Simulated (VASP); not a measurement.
# GeSbTe3: single point with PBE

GeSbTe3:

```
CELL_PARAMETERS angstrom
5.91816 0.00000 0.00000
0.00000 5.91816 0.00000
0.00000 0.00000 5.54324
ATOMIC_POSITIONS crystal
Ge 0.50000 0.50000 0.50000
Sb 0.00000 0.00000 0.50000
Te 0.00000 0.50000 0.50000
Te 0.50000 0.00000 0.50000
Te 0.50000 0.50000 0.00000
```

```
Program                : VASP 6.6.1
Task                   : single point
Functional             : PBE
Potentials or basis    : VASP PAW PBE potentials, release 64 (Ge_d, Sb, Te)
Cutoff                 : 520 eV
k mesh                 : 6 × 6 × 8
Occupations            : gaussian, width 0.1 eV
Spin                   : no spin polarisation
Dipole correction      : no
Further INCAR settings : ALGO = Normal; EDIFF = 1e-06; NBANDS = 26
```

```yaml
Pressure: 0.0 GPa
```

Levels at points of the mesh, in eV from the Fermi level:
```csv
k point,band 14,band 15,band 16,band 17,band 18,band 19,band 20,band 21,band 22,band 23
"(0.00, 0.00, 0.00)",-2.93,-2.93,-1.55,-0.79,0.02,0.02,1.57,3.58,3.79,4.60
"(0.50, 0.00, 0.00)",-1.92,-1.50,-1.07,-0.74,-0.24,0.04,0.73,1.44,2.16,5.10
"(0.50, 0.50, 0.00)",-1.17,-1.17,-1.13,-0.87,-0.42,0.05,0.19,0.19,0.24,1.59
"(0.00, 0.00, 0.50)",-2.74,-2.58,-1.13,-0.89,-0.89,0.85,0.90,2.35,3.77,4.76
"(0.50, 0.00, 0.50)",-1.51,-1.24,-0.86,-0.84,-0.16,0.66,0.88,1.76,1.82,1.96
"(0.50, 0.50, 0.50)",-0.92,-0.84,-0.71,0.17,0.17,0.28,0.63,0.63,0.84,0.84
```

Run time: 85 s on 1 thread of Intel(R) Xeon(R) 6975P-C (Granite Rapids), with other jobs on the host, peak memory 0.47 GiB.

Caveat: spin-orbit coupling is left out, which moves the levels of the heavy elements.
